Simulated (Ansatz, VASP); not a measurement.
# ZnO: VASP beside Ansatz

```
Zn O
1.0
     3.29051    0.00000    0.00000
    -1.64525    2.84966    0.00000
     0.00000    0.00000    5.02823
Zn O
2 2
Direct
  0.33333 0.66667 0.00158
  0.66667 0.33333 0.50158
  0.33333 0.66667 0.41069
  0.66667 0.33333 0.91069
```

Alike in both runs: task single point; functional PBEsol; k mesh 9 × 9 × 6; occupations gaussian, width 0.05 eV; no spin polarisation.

```csv
,VASP,Ansatz
version,VASP 6.6.1,Ansatz 0.2.0
potentials or method,"VASP PAW PBE potentials, release 64 (Zn, O), cutoff 520 eV","scalar-relativistic, plane waves, PAW"
valence electrons in the cell,36,36
```

```csv
,VASP,Ansatz,Ansatz less VASP
gap on the k mesh at the Fermi level (eV),0.76,0.77,+0.013
least direct gap on the mesh (eV),0.76,0.77,+0.013
pressure (GPa),0.3,-0.5,-0.88
"traceless stress, the component that is largest in VASP (GPa)",-0.52,-0.36,+0.165
rms of the force components (eV/Å),0.194,0.192,-0.0017
```

VASP's potentials were made for PBE, not for PBEsol, and Ansatz warns of the same on its side. Atom by atom the forces differ by 0.002 eV/Å (rms over components).
